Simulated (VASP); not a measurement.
# V (Fm-3m) in VASP: notebook

Runs on V. Level: LDA. Tasks: relaxation of cell and atoms, single point.

All numbers are computed with VASP 6.6.1; they aren't measurements. Logs are shortened: lines on timing, memory, paths and dates and some standing lists are left out, and cuts for length are marked.

## (1) The cell of the first run

It takes space group Fm-3m (No. 225, cubic). Conventional cell: a = 3.810 Å, b = 3.810 Å, c = 3.810 Å, α = 90.00°, β = 90.00°, γ = 90.00°. Within 3.6 Å of V (site symmetry m-3m) lie 12 V at 2.69 Å.

This isn't the form of V at room conditions, which is bcc.

## (2) Relaxation of cell and atoms, LDA

File INCAR:

```
SYSTEM = V
PREC = Accurate
ENCUT = 600
EDIFF = 1E-7
ISMEAR = -1
SIGMA = 0.1
LREAL = .False.
LASPH = .True.
NELM = 60
ALGO = Normal
ISIF = 3
LWAVE = .False.
LCHARG = .False.
IBRION = 2
NSW = 80
EDIFFG = -0.01
```

File KPOINTS:

```
Automatic mesh
0
Gamma
  14 14 14
  0 0 0
```

File POSCAR:

```
V
1.0
    0.0000000000      1.9050006274      1.9050006274
    1.9050006274      0.0000000000      1.9050006274
    1.9050006274      1.9050006274      0.0000000000
V
1
Direct
    0.0000000000      0.0000000000      0.0000000000
```

Potentials or basis: VASP PAW LDA potentials, release 64 (V_sv).

Launch:

```sh
cat potpaw_LDA.64/V_sv/POTCAR > POTCAR
mpirun -np 1 vasp_std > vasp.out
```

OUTCAR:

```text
SYSTEM = V
   PREC = Accurate
   ENCUT = 600
   EDIFF = 1E-7
   ISMEAR = -1
   LREAL = .False.
   LASPH = .True.
   NELM = 60
   ISIF = 3
   IBRION = 2
   NSW = 80
   EDIFFG = -0.01

 ion  position               nearest neighbor table
   1  0.000  0.000  0.000-

  LATTYP: Found a face centered cubic cell.
 ALAT       =     3.8100012548

  Lattice vectors:

 A1 = (   0.0000000000,   1.9050006274,   1.9050006274)
 A2 = (   1.9050006274,   0.0000000000,   1.9050006274)
 A3 = (   1.9050006274,   1.9050006274,   0.0000000000)

Analysis of symmetry for initial positions (statically):
=====================================================================
 Subroutine PRICEL returns:
 Original cell was already a primitive cell.

 Routine SETGRP: Setting up the symmetry group for a
 face centered cubic supercell.

 Subroutine GETGRP returns: Found 48 space group operations
 (whereof 48 operations were pure point group operations)
 out of a pool of 48 trial point group operations.

The static configuration has the point symmetry O_h .

Analysis of symmetry for dynamics (positions and initial velocities):
=====================================================================
 Subroutine PRICEL returns:
 Original cell was already a primitive cell.

 Routine SETGRP: Setting up the symmetry group for a
 face centered cubic supercell.

 Subroutine GETGRP returns: Found 48 space group operations
 (whereof 48 operations were pure point group operations)
 out of a pool of 48 trial point group operations.

The dynamic configuration has the point symmetry O_h .

 Subroutine INISYM returns: Found 48 space group operations
 (whereof 48 operations are pure point group operations),
 and found     1 'primitive' translations

----------------------------------------------------------------------------------------

                                     Primitive cell

  volume of cell :      13.8266

  direct lattice vectors                    reciprocal lattice vectors
     0.000000000  1.905000627  1.905000627    -0.262467105  0.262467105  0.262467105
     1.905000627  0.000000000  1.905000627     0.262467105 -0.262467105  0.262467105
     1.905000627  1.905000627  0.000000000     0.262467105  0.262467105 -0.262467105

  length of vectors
     2.694077724  2.694077724  2.694077724     0.454606361  0.454606361  0.454606361

  position of ions in fractional coordinates (direct lattice)
     0.000000000  0.000000000  0.000000000

  ion indices of the primitive-cell ions
   primitive index   ion index
                 1           1

----------------------------------------------------------------------------------------

 KPOINTS: Automatic mesh

Automatic generation of k-mesh.
 Grid dimensions read from file:
 generate k-points for:   14   14   14

 Generating k-lattice:

  Cartesian coordinates                     Fractional coordinates (reciprocal lattice)
    -0.018747650  0.018747650  0.018747650     0.071428571  0.000000000  0.000000000
     0.018747650 -0.018747650  0.018747650     0.000000000  0.071428571  0.000000000
     0.018747650  0.018747650 -0.018747650     0.000000000  0.000000000  0.071428571

  Length of vectors
     0.032471883  0.032471883  0.032471883

  Shift w.r.t. Gamma in fractional coordinates (k-lattice)
     0.000000000  0.000000000  0.000000000

 Subroutine IBZKPT returns following result:
 ===========================================

 Found    104 irreducible k-points:

 Following reciprocal coordinates:
            Coordinates               Weight
  0.000000  0.000000  0.000000      1.000000
  0.071429  0.000000  0.000000      8.000000
  0.142857  0.000000  0.000000      8.000000
  0.214286  0.000000  0.000000      8.000000
  0.285714  0.000000  0.000000      8.000000
  0.357143  0.000000  0.000000      8.000000
[... 16 lines left out ...]
  0.214286  0.142857  0.000000     24.000000
  0.285714  0.142857  0.000000     24.000000
 [... further k-points ...]
   k-points           NKPTS =    104   k-points in BZ     NKDIM =    104   number of bands    NBANDS=     10
   number of dos      NEDOS =    301   number of ions     NIONS =      1
   total plane-waves  NPLWV =  13824
   dimension x,y,z NGX =    24 NGY =   24 NGZ =   24
   dimension x,y,z NGXF=    48 NGYF=   48 NGZF=   48
   ions per type =               1
   NGX,Y,Z   is equivalent  to a cutoff of  14.81, 14.81, 14.81 a.u.
   NGXF,Y,Z  is equivalent  to a cutoff of  29.62, 29.62, 29.62 a.u.
 SYSTEM =  V
   PREC   = accura    normal or accurate (medium, high low for compatibility)
   ISTART =      0    job   : 0-new  1-cont  2-samecut
   ICHARG =      2    charge: 1-file 2-atom 10-const
   ISPIN  =      1    spin polarized calculation?
   LNONCOLLINEAR =      F non collinear calculations
   LSORBIT =      F    spin-orbit coupling
   LASPH  =      T    aspherical Exc in radial PAW
   ENCUT  =  600.0 eV  44.10 Ry    6.64 a.u.   5.38  5.38  5.38*2*pi/ulx,y,z
   NELM   =     60;   NELMIN=  2; NELMDL= -5     # of ELM steps
   EDIFF  = 0.1E-06   stopping-criterion for ELM
   LREAL  =      F    real-space projection
   EDIFFG = -.1E-01   stopping-criterion for IOM
   NSW    =     80    number of steps for IOM
   IBRION =      2    ionic relax: 0-MD 1-quasi-New 2-CG
   NFREE  =      1    steps in history (QN), initial steepest desc. (CG)
   ISIF   =      3    stress and relaxation
   ISYM   =      2    0-nonsym 1-usesym 2-fastsym
   POTIM  = 0.5000    time-step for ionic-motion
   TEBEG  =    0.0;   TEEND  =   0.0 temperature during run
   PSTRESS=    0.0 pullay stress
   NELECT =      13.0000    total number of electrons
   NUPDOWN=      -1.0000    fix difference up-down
   EMIN   =  10.00;   EMAX   =-10.00  energy-range for DOS
   EFERMI =   0.00;   METHOD = LEGACY
   ISMEAR =    -1;   SIGMA  =   0.10  broadening in eV -4-tet -1-fermi 0-gaus
   EFERMI_NEDOS =   21; number of points for ismear=-14 and -15
   IALGO  =     38    algorithm
   IMIX   =      4    mixing-type and parameters
     AMIX     =   0.40;   BMIX     =  1.00
     AMIX_MAG =   1.60;   BMIX_MAG =  1.00
  volume/ion in A,a.u.               =      13.83        93.31
  Fermi-wavevector in a.u.,A,eV,Ry     =   1.603802  3.030747 34.996657  2.572182
  Thomas-Fermi vector in A             =   2.700408
   LORBIT       =      0    0 simple, 1 ext, 2 COOP (PROOUT), +10 PAW based schemes
   GGA     = CA    functional components
   LHFCALC =     F    Hartree Fock is set to
   AEXX    =    0.0000 exact exchange contribution
   IVDW    =     0    specifies the selected vdW correction
   LEPSILON=     F    determine dielectric tensor
   LRPA    =     F    only Hartree local field effects (RPA)
 conjugate gradient relaxation of ions
 non-spin polarized calculation
  energy-cutoff  :      600.00
  volume of cell :       13.83
 maximum number of plane-waves:       483
 NGX is ok and might be reduce to    24
   NGX = 11   NGY = 11   NGZ = 11

--------------------------------------- Ionic step        1  -------------------------------------------

 number of electron      12.9999997 magnetization

 Free energy of the ion-electron system (eV)
  ---------------------------------------------------
  ext. energy  EPLUGINS =         0.00000000
  ---------------------------------------------------
  free energy    TOTEN  =        -9.66260246 eV

  energy without entropy =       -9.60345756  energy(sigma->0) =       -9.63303001

 E-fermi :   9.4665     XC(G=0): -13.0843

 val. band max:        9.4575845994   @ k =   0.4286   0.2857   0.0714
 cond. band min:       9.4712350379   @ k =   0.3571   0.1429   0.0000
 fundamental gap:      0.0136504386
 Fermi energy:         9.4665016505

 k-point     1 :       0.0000    0.0000    0.0000
  band No.  band energies     occupation
      1     -53.8253      2.00000
      2     -27.5797      2.00000
      3     -27.5797      2.00000
      4     -27.5797      2.00000
      5       2.7031      2.00000
      6       9.6273      0.33385
      7       9.6273      0.33384
      8       9.6273      0.33384
      9      11.3395      0.00000
     10      11.3395      0.00000

 k-point     2 :       0.0714    0.0000    0.0000
  band No.  band energies     occupation
      1     -53.8167      2.00000
      2     -27.6235      2.00000
      3     -27.5852      2.00000
      4     -27.5852      2.00000
      5       2.8937      2.00000
      6       9.5266      0.70828
      7       9.6933      0.18769
      8       9.6933      0.18769
      9      11.3007      0.00000
     10      11.3007      0.00000
[... 378 lines left out ...]
 POSITION                                       TOTAL-FORCE (eV/Angst)
 -----------------------------------------------------------------------------------
      0.00000      0.00000      0.00000        -0.000000     -0.000000      0.000000
 -----------------------------------------------------------------------------------
    total drift:                               -0.000000      0.000000      0.000000

  FREE ENERGIE OF THE ION-ELECTRON SYSTEM (eV)
  ---------------------------------------------------
  free  energy   TOTEN  =        -9.6918398860 eV

  energy  without entropy=       -9.6355202956  energy(sigma->0) =       -9.66368009

--------------------------------------- Ionic step        4  -------------------------------------------

 number of electron      13.0000003 magnetization

 Free energy of the ion-electron system (eV)
  ---------------------------------------------------
  ext. energy  EPLUGINS =         0.00000000
  ---------------------------------------------------
  free energy    TOTEN  =        -9.69185112 eV

  energy without entropy =       -9.63557975  energy(sigma->0) =       -9.66371543

 E-fermi :  10.2619     XC(G=0): -13.4207

 val. band max:       10.2478130563   @ k =   0.5000   0.0000   0.0000
 cond. band min:      10.2680234266   @ k =   0.4286   0.2857   0.0714
 fundamental gap:      0.0202103703
 Fermi energy:        10.2618595437

 k-point     1 :       0.0000    0.0000    0.0000
  band No.  band energies     occupation
      1     -52.9868      2.00000
      2     -26.6384      2.00000
      3     -26.6384      2.00000
      4     -26.6384      2.00000
      5       3.3455      2.00000
      6      10.4092      0.37297
      7      10.4092      0.37297
      8      10.4092      0.37296
      9      12.2800      0.00000
     10      12.2800      0.00000

 k-point     2 :       0.0714    0.0000    0.0000
  band No.  band energies     occupation
      1     -52.9759      2.00000
      2     -26.6918      2.00000
      3     -26.6449      2.00000
      4     -26.6449      2.00000
      5       3.5470      2.00000
      6      10.2991      0.81588
      7      10.4808      0.20139
      8      10.4808      0.20139
      9      12.2365      0.00000
     10      12.2365      0.00000
[... 308 lines left out ...]
 POSITION                                       TOTAL-FORCE (eV/Angst)
 -----------------------------------------------------------------------------------
      1.86662      1.86662      0.00000         0.000000      0.000000      0.000000
 -----------------------------------------------------------------------------------
    total drift:                                0.000000      0.000000      0.000000

  FREE ENERGIE OF THE ION-ELECTRON SYSTEM (eV)
  ---------------------------------------------------
  free  energy   TOTEN  =        -9.6918511155 eV

  energy  without entropy=       -9.6355797463  energy(sigma->0) =       -9.66371543

 reached required accuracy - stopping structural energy minimisation
```

It took 61 s on 1 thread of Intel Xeon 8259CL, shared host; peak memory 0.15 GiB.

Results:

| Property | Result |
| --- | --- |
| Free energy | -9.6919 eV |
| Relaxed volume | 13.01 Å³/atom |
| Relaxed cell | a = 2.640 Å, b = 2.640 Å, c = 2.640 Å, α = 60.00°, β = 60.00°, γ = 60.00° |
| Space group after relaxing (to 0.1 Å) | Fm-3m (No. 225) |
| Energy gained by relaxing | 29.2 meV/atom |
| Ionic steps | 4 |
| Pressure after relaxing | 0.0 GPa |
| Band gap on the k mesh | zero (an odd number of electrons rules out a gap without spin polarisation) |

Step by step:
```tsv
step	energy change (eV)	largest force (eV/Å)	pressure (GPa)	volume (Å³)
1	0.0000	0.0000	-10.92	13.83
2	0.0236	0.0000	18.33	12.02
3	-0.0292	0.0000	-0.23	13.02
4	-0.0292	0.0000	0.02	13.01
```

Final structure:
```
CELL_PARAMETERS angstrom
0.00000 1.86662 1.86662
1.86662 0.00000 1.86662
1.86662 1.86662 0.00000
ATOMIC_POSITIONS crystal
V 0.00000 0.00000 0.00000
```

## (3) Single point, LDA

This run uses another cell than the first one, of 12.98 Å³/atom.

File INCAR:

```
SYSTEM = V
PREC = Accurate
ENCUT = 520
EDIFF = 1E-6
ISMEAR = -1
SIGMA = 0.1
LREAL = .FALSE.
LASPH = .TRUE.
NELM = 80
ALGO = Normal
ISIF = 2
LWAVE = .FALSE.
LCHARG = .FALSE.
NBANDS = 12
```

File KPOINTS:

```
regular mesh
0
G
  24 24 24
  0 0 0
```

File POSCAR:

```
V
1.0
    0.0000000000      1.8655300537      1.8655300537
    1.8655300537      0.0000000000      1.8655300537
    1.8655300537      1.8655300537      0.0000000000
V
1
Direct
    0.0000000000      0.0000000000      0.0000000000
```

Potentials or basis: VASP PAW LDA potentials, release 64 (V_sv).

Launch:

```sh
cat potpaw_LDA.64/V_sv/POTCAR > POTCAR
mpirun -np 1 vasp_std > vasp.out
```

Run time: 75 s. Hardware: 1 thread of Intel Xeon 8259CL, shared host; peak memory 0.17 GiB.

It converged, with:

```yaml
Free_energy: -9.6911 eV
Pressure: 0.3 GPa
Band_gap_on_the_k_mesh: zero (an odd number of electrons rules out a gap without spin polarisation)
```

Levels at points of the mesh, in eV from the Fermi level:
| k point | band 3 | band 4 | band 5 | band 6 | band 7 | band 8 | band 9 | band 10 |
| --- | --- | --- | --- | --- | --- | --- | --- | --- |
| (0.00, 0.00, 0.00) | -36.90 | -36.90 | -6.92 | 0.14 | 0.14 | 0.14 | 2.02 | 2.02 |
| (0.50, 0.00, 0.00) | -37.03 | -37.03 | -3.53 | -0.02 | -0.02 | 1.09 | 3.35 | 3.35 |
| (0.50, 0.50, 0.00) | -37.26 | -37.26 | -3.79 | -2.88 | 3.29 | 3.70 | 3.70 | 3.81 |
